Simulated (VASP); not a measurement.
# CaO (Fm-3m) in VASP: further runs, part 2 of 2

VASP 6.6.1. The steps go on from the part before.

## 5. Single point, PBE (volume scaled by 1.05)

INCAR reads:

```
SYSTEM = CaO
PREC = Accurate
ENCUT = 520
EDIFF = 1E-6
ISMEAR = -1
SIGMA = 0.03
LREAL = .FALSE.
LASPH = .TRUE.
NELM = 60
ALGO = Normal
ISIF = 2
LWAVE = .FALSE.
LCHARG = .TRUE.
GGA = PE
LELF = .TRUE.
LVHAR = .TRUE.
NBANDS = 15
```

KPOINTS reads:

```
regular mesh
0
G
  9 9 9
  0 0 0
```

POSCAR reads:

```
CaO
1.0
    0.0000000000      2.4891546778      2.4891546778
    2.4891546778      0.0000000000      2.4891546778
    2.4891546778      2.4891546778      0.0000000000
Ca O
1 1
Direct
    0.0000000000      0.0000000000      0.0000000000
    0.5000000000      0.5000000000      0.5000000000
```

Potentials or basis: VASP PAW PBE potentials, release 64 (Ca_sv, O).

The run is started by

```bash
> cat potpaw_PBE.64/Ca_sv/POTCAR potpaw_PBE.64/O/POTCAR > POTCAR
> mpirun -np 1 vasp_std > vasp.out
```

OUTCAR:

```text
SYSTEM = CaO
   PREC = Accurate
   ENCUT = 520
   EDIFF = 1E-6
   ISMEAR = -1
   LREAL = .FALSE.
   LASPH = .TRUE.
   NELM = 60
   ISIF = 2
   GGA = PE

 ion  position               nearest neighbor table
   1  0.000  0.000  0.000-   2 2.49   2 2.49   2 2.49   2 2.49   2 2.49   2 2.49
   2  0.500  0.500  0.500-   1 2.49   1 2.49   1 2.49   1 2.49   1 2.49   1 2.49

  LATTYP: Found a face centered cubic cell.
 ALAT       =     4.9783093556

  Lattice vectors:

 A1 = (   0.0000000000,   2.4891546778,   2.4891546778)
 A2 = (   2.4891546778,   0.0000000000,   2.4891546778)
 A3 = (   2.4891546778,   2.4891546778,   0.0000000000)

Analysis of symmetry for initial positions (statically):
=====================================================================
 Subroutine PRICEL returns:
 Original cell was already a primitive cell.

 Routine SETGRP: Setting up the symmetry group for a
 face centered cubic supercell.

 Subroutine GETGRP returns: Found 48 space group operations
 (whereof 48 operations were pure point group operations)
 out of a pool of 48 trial point group operations.

The static configuration has the point symmetry O_h .

Analysis of symmetry for dynamics (positions and initial velocities):
=====================================================================
 Subroutine PRICEL returns:
 Original cell was already a primitive cell.

 Routine SETGRP: Setting up the symmetry group for a
 face centered cubic supercell.

 Subroutine GETGRP returns: Found 48 space group operations
 (whereof 48 operations were pure point group operations)
 out of a pool of 48 trial point group operations.

The dynamic configuration has the point symmetry O_h .

 Subroutine INISYM returns: Found 48 space group operations
 (whereof 48 operations are pure point group operations),
 and found     1 'primitive' translations

----------------------------------------------------------------------------------------
[... 121 lines left out ...]
   IVDW    =     0    specifies the selected vdW correction
   LEPSILON=     F    determine dielectric tensor
   LRPA    =     F    only Hartree local field effects (RPA)
 non-spin polarized calculation
  energy-cutoff  :      520.00
  volume of cell :       30.85
 maximum number of plane-waves:       869
 NGX is ok and might be reduce to    28
   NGX = 13   NGY = 13   NGZ = 13

 number of electron      16.0000001 magnetization

 Free energy of the ion-electron system (eV)
  ---------------------------------------------------
  ext. energy  EPLUGINS =         0.00000000
  ---------------------------------------------------
  free energy    TOTEN  =       -12.74509972 eV

  energy without entropy =      -12.74509972  energy(sigma->0) =      -12.74509972

 E-fermi :   2.4663     XC(G=0):  -9.9736

 val. band max:        1.7861281836   @ k =   0.0000   0.0000   0.0000
 cond. band min:       5.4771347112   @ k =   0.4444   0.4444   0.0000
 fundamental gap:      3.6910065277
 Fermi energy:         2.4663408520

 k-point     1 :       0.0000    0.0000    0.0000
  band No.  band energies     occupation
      1     -36.3012      2.00000
      2     -17.1266      2.00000
      3     -17.1266      2.00000
      4     -17.1266      2.00000
      5     -13.5486      2.00000
      6       1.7861      2.00000
      7       1.7861      2.00000
      8       1.7861      2.00000
      9       5.6962      0.00000
     10       7.7368      0.00000
     11       7.7368      0.00000
     12       7.7368      0.00000
     13       9.0654      0.00000
     14       9.0654      0.00000
[... 401 lines left out ...]
      2     -17.5428      2.00000
      3     -17.2805      2.00000
      4     -17.2805      2.00000
      5     -13.2970      2.00000
      6       0.4146      2.00000
      7       1.4016      2.00000
      8       1.4016      2.00000
      9       5.4771      0.00000
     10       9.0045      0.00000
     11      10.0443      0.00000
     12      10.5512      0.00000
     13      10.5512      0.00000
     14      11.9067      0.00000
     15      14.2968      0.00000

 [... further k-points ...]

------------------------ aborting loop because EDIFF is reached ----------------------------------------

  FORCE on cell =-STRESS in cart. coord.  units (eV):
  Direction    XX          YY          ZZ          XY          YZ          ZX
  --------------------------------------------------------------------------------------
  -------------------------------------------------------------------------------------
  Total       -1.4356324     -1.4356324     -1.4356324      0.0000000      0.0000000     -0.0000000
  in kB      -74.5706921    -74.5706921    -74.5706921      0.0000000      0.0000000     -0.0000000
  external PRESSURE =     -74.5706921 kB  Pullay stress =       0.0000000 kB

 VOLUME and BASIS-vectors are now :
 -----------------------------------------------------------------------------
  energy-cutoff  :      520.00
  volume of cell :       30.85
      direct lattice vectors                 reciprocal lattice vectors
     0.000000000  2.489154678  2.489154678    -0.200871406  0.200871406  0.200871406
     2.489154678  0.000000000  2.489154678     0.200871406 -0.200871406  0.200871406
     2.489154678  2.489154678  0.000000000     0.200871406  0.200871406 -0.200871406

 POSITION                                       TOTAL-FORCE (eV/Angst)
 -----------------------------------------------------------------------------------
      0.00000      0.00000      0.00000         0.000000      0.000000      0.000000
      2.48915      2.48915      2.48915        -0.000000     -0.000000     -0.000000
 -----------------------------------------------------------------------------------
    total drift:                                0.000000      0.000000      0.000000

  FREE ENERGIE OF THE ION-ELECTRON SYSTEM (eV)
  ---------------------------------------------------
  free  energy   TOTEN  =       -12.7450997169 eV

  energy  without entropy=      -12.7450997169  energy(sigma->0) =      -12.74509972
```

OSZICAR:

```text
N       E                     dE             d eps       ncg     rms          rms(c)
DAV:   1     0.125122951719E+03    0.12512E+03   -0.82567E+03  1050   0.106E+03
DAV:   2    -0.895799966571E+01   -0.13408E+03   -0.12467E+03  1337   0.288E+02
DAV:   3    -0.143197488692E+02   -0.53617E+01   -0.53220E+01  1240   0.587E+01
DAV:   4    -0.144661784805E+02   -0.14643E+00   -0.14631E+00  1489   0.869E+00
DAV:   5    -0.144674743996E+02   -0.12959E-02   -0.12958E-02  1220   0.806E-01    0.859E+00
DAV:   6    -0.128527532613E+02    0.16147E+01   -0.56366E+00  1134   0.216E+01    0.395E+00
DAV:   7    -0.127487672019E+02    0.10399E+00   -0.45401E-01  1149   0.662E+00    0.185E+00
DAV:   8    -0.127452746051E+02    0.34926E-02   -0.80353E-02  1337   0.307E+00    0.386E-01
DAV:   9    -0.127443517846E+02    0.92282E-03   -0.38768E-03  1106   0.513E-01    0.119E-01
DAV:  10    -0.127451284007E+02   -0.77662E-03   -0.87974E-04  1246   0.256E-01    0.622E-02
DAV:  11    -0.127450990127E+02    0.29388E-04   -0.49325E-05  1320   0.859E-02    0.638E-03
DAV:  12    -0.127450996652E+02   -0.65256E-06   -0.10369E-05  1191   0.285E-02    0.602E-03
DAV:  13    -0.127450997169E+02   -0.51704E-07   -0.51643E-07   924   0.920E-03
   1 F= -.12745100E+02 E0= -.12745100E+02  d E =-.107794E-11
```

stdout:

```text
POSCAR found type information on POSCAR CaO
 POSCAR found :  2 types and       2 ions
 scaLAPACK will be used
 LDA part: xc-table for (Slater+PW92), standard interpolation
 POSCAR, INCAR and KPOINTS ok, starting setup
 FFT: planning ... GRIDC
 FFT: planning ... GRID_SOFT
 FFT: planning ... GRID
 WAVECAR not read
 entering main loop
```

Run time: 12 s. Hardware: 1 thread of Intel Xeon Platinum 8488C (Sapphire Rapids), shared host; peak memory 0.16 GiB.

Results:

* Free energy: -12.7451 eV
* Pressure: -7.5 GPa
* Band gap on the k mesh: 3.69 eV, indirect (least direct gap 3.91 eV)

## 6. Summary

```tsv
cell	gap on the mesh (eV)	pressure (GPa)
a = 3.405 Å, angles 60.0°, 2 atoms	3.69	1.6
a = 3.434 Å, angles 60.0°, 2 atoms	3.70	-1.1
a = 3.492 Å, angles 60.0°, 2 atoms	3.69	-5.7
a = 3.520 Å, angles 60.0°, 2 atoms	3.69	-7.5
```

Alike in all rows: task single point; level PBE; potentials or basis VASP PAW PBE potentials, release 64 (Ca_sv, O); no spin polarisation; k mesh 9 × 9 × 9; cutoff (eV) 520; smearing fermi-dirac 0.03 eV.

Total energies depend on the potentials used, so only differences within one code and one set of settings carry meaning.
